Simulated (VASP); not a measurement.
# MgO (Fm-3m) in VASP: settings compared, part 2 of 2

VASP 6.6.1.

**4. Single point, PBEsol**

Input file INCAR:

```
SYSTEM = MgO
ALGO = Normal
EDIFF = 1E-7
ENCUT = 520
GGA = PS
ISIF = 2
ISMEAR = 0
LASPH = .TRUE.
LCHARG = .FALSE.
LREAL = .FALSE.
LWAVE = .FALSE.
NBANDS = 11
NELM = 100
PREC = Accurate
SIGMA = 0.01
```

Input file KPOINTS:

```
k-points
0
G
  6 6 6
  0 0 0
```

Input file POSCAR:

```
MgO
1.0
    0.0000000000      2.0472995000      2.0472995000
    2.0472995000      0.0000000000      2.0472995000
    2.0472995000      2.0472995000      0.0000000000
Mg O
1 1
Direct
    0.0000000000      0.0000000000      0.0000000000
    0.5000000000      0.5000000000      0.5000000000
```

Potentials or basis: VASP PAW PBE potentials, release 64 (Mg, O).

Started as:

```console
$ cat potpaw_PBE.64/Mg/POTCAR potpaw_PBE.64/O/POTCAR > POTCAR
$ mpirun -np 1 vasp_std > vasp.out
```

OUTCAR:

```text
SYSTEM = MgO
   EDIFF = 1E-7
   ENCUT = 520
   GGA = PS
   ISIF = 2
   ISMEAR = 0
   LASPH = .TRUE.
   LREAL = .FALSE.
   NELM = 100
   PREC = Accurate

 ion  position               nearest neighbor table
   1  0.000  0.000  0.000-   2 2.05   2 2.05   2 2.05   2 2.05   2 2.05   2 2.05
   2  0.500  0.500  0.500-   1 2.05   1 2.05   1 2.05   1 2.05   1 2.05   1 2.05

  LATTYP: Found a face centered cubic cell.
 ALAT       =     4.0945990000

  Lattice vectors:

 A1 = (   0.0000000000,   2.0472995000,   2.0472995000)
 A2 = (   2.0472995000,   0.0000000000,   2.0472995000)
 A3 = (   2.0472995000,   2.0472995000,   0.0000000000)

Analysis of symmetry for initial positions (statically):
=====================================================================
 Subroutine PRICEL returns:
 Original cell was already a primitive cell.

 Routine SETGRP: Setting up the symmetry group for a
 face centered cubic supercell.

 Subroutine GETGRP returns: Found 48 space group operations
 (whereof 48 operations were pure point group operations)
 out of a pool of 48 trial point group operations.

The static configuration has the point symmetry O_h .

Analysis of symmetry for dynamics (positions and initial velocities):
=====================================================================
 Subroutine PRICEL returns:
 Original cell was already a primitive cell.

 Routine SETGRP: Setting up the symmetry group for a
 face centered cubic supercell.

 Subroutine GETGRP returns: Found 48 space group operations
 (whereof 48 operations were pure point group operations)
 out of a pool of 48 trial point group operations.

The dynamic configuration has the point symmetry O_h .

 Subroutine INISYM returns: Found 48 space group operations
 (whereof 48 operations are pure point group operations),
 and found     1 'primitive' translations

----------------------------------------------------------------------------------------

                                     Primitive cell

  volume of cell :      17.1622

  direct lattice vectors                    reciprocal lattice vectors
     0.000000000  2.047299500  2.047299500    -0.244224160  0.244224160  0.244224160
     2.047299500  0.000000000  2.047299500     0.244224160 -0.244224160  0.244224160
     2.047299500  2.047299500  0.000000000     0.244224160  0.244224160 -0.244224160

  length of vectors
     2.895318719  2.895318719  2.895318719     0.423008653  0.423008653  0.423008653

  position of ions in fractional coordinates (direct lattice)
     0.000000000  0.000000000  0.000000000
     0.500000000  0.500000000  0.500000000

  ion indices of the primitive-cell ions
   primitive index   ion index
                 1           1
                 2           2

----------------------------------------------------------------------------------------

 KPOINTS: k-points

Automatic generation of k-mesh.
 Grid dimensions read from file:
 generate k-points for:    6    6    6

 Generating k-lattice:

  Cartesian coordinates                     Fractional coordinates (reciprocal lattice)
    -0.040704027  0.040704027  0.040704027     0.166666667  0.000000000  0.000000000
     0.040704027 -0.040704027  0.040704027     0.000000000  0.166666667  0.000000000
     0.040704027  0.040704027 -0.040704027     0.000000000  0.000000000  0.166666667

  Length of vectors
     0.070501442  0.070501442  0.070501442

  Shift w.r.t. Gamma in fractional coordinates (k-lattice)
     0.000000000  0.000000000  0.000000000

 Subroutine IBZKPT returns following result:
 ===========================================

 Found     16 irreducible k-points:

 Following reciprocal coordinates:
            Coordinates               Weight
  0.000000  0.000000  0.000000      1.000000
  0.166667  0.000000  0.000000      8.000000
  0.333333  0.000000  0.000000      8.000000
  0.500000  0.000000  0.000000      4.000000
  0.166667  0.166667  0.000000      6.000000
  0.333333  0.166667  0.000000     24.000000
[... 8 lines left out ...]
 -0.333333  0.333333  0.166667     24.000000
 -0.333333  0.500000  0.166667     12.000000
   k-points           NKPTS =     16   k-points in BZ     NKDIM =     16   number of bands    NBANDS=     11
   number of dos      NEDOS =    301   number of ions     NIONS =      2
   total plane-waves  NPLWV =  13824
   dimension x,y,z NGX =    24 NGY =   24 NGZ =   24
   dimension x,y,z NGXF=    48 NGYF=   48 NGZF=   48
   ions per type =               1   1
   NGX,Y,Z   is equivalent  to a cutoff of  13.78, 13.78, 13.78 a.u.
   NGXF,Y,Z  is equivalent  to a cutoff of  27.56, 27.56, 27.56 a.u.
 SYSTEM =  MgO
   PREC   = accura    normal or accurate (medium, high low for compatibility)
   ISTART =      0    job   : 0-new  1-cont  2-samecut
   ICHARG =      2    charge: 1-file 2-atom 10-const
   ISPIN  =      1    spin polarized calculation?
   LNONCOLLINEAR =      F non collinear calculations
   LSORBIT =      F    spin-orbit coupling
   LASPH  =      T    aspherical Exc in radial PAW
   ENCUT  =  520.0 eV  38.22 Ry    6.18 a.u.   5.38  5.38  5.38*2*pi/ulx,y,z
   NELM   =    100;   NELMIN=  2; NELMDL= -5     # of ELM steps
   EDIFF  = 0.1E-06   stopping-criterion for ELM
   LREAL  =      F    real-space projection
   EDIFFG = 0.1E-05   stopping-criterion for IOM
   NSW    =      0    number of steps for IOM
   IBRION =     -1    ionic relax: 0-MD 1-quasi-New 2-CG
   NFREE  =      0    steps in history (QN), initial steepest desc. (CG)
   ISIF   =      2    stress and relaxation
   ISYM   =      2    0-nonsym 1-usesym 2-fastsym
   POTIM  = 0.5000    time-step for ionic-motion
   TEBEG  =    0.0;   TEEND  =   0.0 temperature during run
   PSTRESS=    0.0 pullay stress
   NELECT =       8.0000    total number of electrons
   NUPDOWN=      -1.0000    fix difference up-down
   EMIN   =  10.00;   EMAX   =-10.00  energy-range for DOS
   EFERMI =   0.00;   METHOD = LEGACY
   ISMEAR =     0;   SIGMA  =   0.01  broadening in eV -4-tet -1-fermi 0-gaus
   EFERMI_NEDOS =   21; number of points for ismear=-14 and -15
   IALGO  =     38    algorithm
   IMIX   =      4    mixing-type and parameters
     AMIX     =   0.40;   BMIX     =  1.00
     AMIX_MAG =   1.60;   BMIX_MAG =  1.00
  volume/ion in A,a.u.               =       8.58        57.91
  Fermi-wavevector in a.u.,A,eV,Ry     =   1.269346  2.398717 21.922251  1.611240
  Thomas-Fermi vector in A             =   2.402392
   LORBIT       =      0    0 simple, 1 ext, 2 COOP (PROOUT), +10 PAW based schemes
   GGA     = PS    functional components
   LHFCALC =     F    Hartree Fock is set to
   AEXX    =    0.0000 exact exchange contribution
   IVDW    =     0    specifies the selected vdW correction
   LEPSILON=     F    determine dielectric tensor
   LRPA    =     F    only Hartree local field effects (RPA)
 non-spin polarized calculation
 Gauss-broadening in eV      SIGMA  =   0.01
  energy-cutoff  :      520.00
  volume of cell :       17.16
 maximum number of plane-waves:       475
 NGX is ok and might be reduce to    24
   NGX = 11   NGY = 11   NGZ = 11

 number of electron       7.9999997 magnetization

 Free energy of the ion-electron system (eV)
  ---------------------------------------------------
  ext. energy  EPLUGINS =         0.00000000
  ---------------------------------------------------
  free energy    TOTEN  =       -12.44114974 eV

  energy without entropy =      -12.44114974  energy(sigma->0) =      -12.44114974

 E-fermi :   3.8778     XC(G=0): -11.7277

 val. band max:        3.7356079941   @ k =   0.0000   0.0000   0.0000
 cond. band min:       9.2349202787   @ k =   0.0000   0.0000   0.0000
 fundamental gap:      5.4993122847
 Fermi energy:         3.8777524286

 k-point     1 :       0.0000    0.0000    0.0000
  band No.  band energies     occupation
      1     -13.9334      2.00000
      2       3.7356      2.00000
      3       3.7356      2.00000
      4       3.7356      2.00000
      5       9.2349      0.00000
      6      19.8337      0.00000
      7      19.8337      0.00000
      8      19.8337      0.00000
      9      23.9063      0.00000
     10      25.8941      0.00000
     11      25.8941      0.00000
[... 197 lines left out ...]
 k-point    16 :      -0.3333    0.5000    0.1667
  band No.  band energies     occupation
      1     -12.0410      2.00000
      2      -0.2060      2.00000
      3       1.2383      2.00000
      4       1.8892      2.00000
      5      14.4541      0.00000
      6      16.0784      0.00000
      7      16.8496      0.00000
      8      21.3202      0.00000
      9      25.0246      0.00000
     10      29.4164      0.00000
     11      31.3320      0.00000

------------------------ aborting loop because EDIFF is reached ----------------------------------------

  FORCE on cell =-STRESS in cart. coord.  units (eV):
  Direction    XX          YY          ZZ          XY          YZ          ZX
  --------------------------------------------------------------------------------------
  -------------------------------------------------------------------------------------
  Total        1.7061986      1.7061986      1.7061986     -0.0000000      0.0000000     -0.0000000
  in kB      159.2817536    159.2817536    159.2817536     -0.0000000      0.0000000     -0.0000000
  external PRESSURE =     159.2817536 kB  Pullay stress =       0.0000000 kB

 VOLUME and BASIS-vectors are now :
 -----------------------------------------------------------------------------
  energy-cutoff  :      520.00
  volume of cell :       17.16
      direct lattice vectors                 reciprocal lattice vectors
     0.000000000  2.047299500  2.047299500    -0.244224160  0.244224160  0.244224160
     2.047299500  0.000000000  2.047299500     0.244224160 -0.244224160  0.244224160
     2.047299500  2.047299500  0.000000000     0.244224160  0.244224160 -0.244224160

 POSITION                                       TOTAL-FORCE (eV/Angst)
 -----------------------------------------------------------------------------------
      0.00000      0.00000      0.00000        -0.000000     -0.000000      0.000000
      2.04730      2.04730      2.04730         0.000000      0.000000     -0.000000
 -----------------------------------------------------------------------------------
    total drift:                               -0.000000     -0.000000      0.000000

  FREE ENERGIE OF THE ION-ELECTRON SYSTEM (eV)
  ---------------------------------------------------
  free  energy   TOTEN  =       -12.4411497425 eV

  energy  without entropy=      -12.4411497425  energy(sigma->0) =      -12.44114974
```

OSZICAR:

```text
N       E                     dE             d eps       ncg     rms          rms(c)
DAV:   1     0.103861904199E+02    0.10386E+02   -0.48077E+03   408   0.666E+02
DAV:   2    -0.134540914056E+02   -0.23840E+02   -0.23491E+02   399   0.132E+02
DAV:   3    -0.138589029401E+02   -0.40481E+00   -0.40458E+00   427   0.142E+01
DAV:   4    -0.138597497414E+02   -0.84680E-03   -0.84678E-03   388   0.756E-01
DAV:   5    -0.138597524994E+02   -0.27580E-05   -0.27580E-05   412   0.409E-02    0.679E+00
DAV:   6    -0.124736377533E+02    0.13861E+01   -0.71863E+00   367   0.151E+01    0.206E+00
DAV:   7    -0.124540360344E+02    0.19602E-01   -0.58390E-02   388   0.198E+00    0.129E+00
DAV:   8    -0.124415450097E+02    0.12491E-01   -0.19181E-02   373   0.162E+00    0.211E-01
DAV:   9    -0.124412159223E+02    0.32909E-03   -0.50714E-04   403   0.152E-01    0.122E-01
DAV:  10    -0.124411474430E+02    0.68479E-04   -0.51092E-04   388   0.158E-01    0.569E-03
DAV:  11    -0.124411495288E+02   -0.20859E-05   -0.19591E-06   397   0.126E-02    0.339E-03
DAV:  12    -0.124411497055E+02   -0.17662E-06   -0.14315E-07   239   0.304E-03    0.687E-04
DAV:  13    -0.124411497425E+02   -0.37063E-07   -0.65753E-08   200   0.156E-03
   1 F= -.12441150E+02 E0= -.12441150E+02  d E =-.139477E-91
```

It took 6.6 s on 1 thread of Intel Xeon 8259CL, shared host; peak memory 0.14 GiB.

What came out:

| Item | Value |
| --- | --- |
| Free energy | -12.4411 eV |
| Pressure | 15.9 GPa |
| Band gap on the k mesh | 5.50 eV, direct |

Caveat: the k points lie up to 0.44 Å⁻¹ apart; the PAW data sets were made with another functional, which shifts forces and pressure a little.

**5. Overview**

| level | potentials or basis | gap on the mesh (eV) | pressure (GPa) |
| --- | --- | --- | --- |
| LDA | VASP PAW LDA potentials, release 64 (Mg, O) | 5.53 | 7.2 |
| PBE | VASP PAW PBE potentials, release 64 (Mg, O) | 5.60 | 20.9 |
| PBEsol | VASP PAW PBE potentials, release 64 (Mg, O) | 5.50 | 15.9 |

Alike in all rows: task single point; no spin polarisation; cell as given; k mesh 6 × 6 × 6; cutoff (eV) 520; smearing gaussian 0.01 eV.

Caveats: all runs use coarse meshes; the PAW data sets were made with another functional, which shifts forces and pressure a little (some runs).

Total energies depend on the potentials used, so only differences within one code and one set of settings carry meaning.
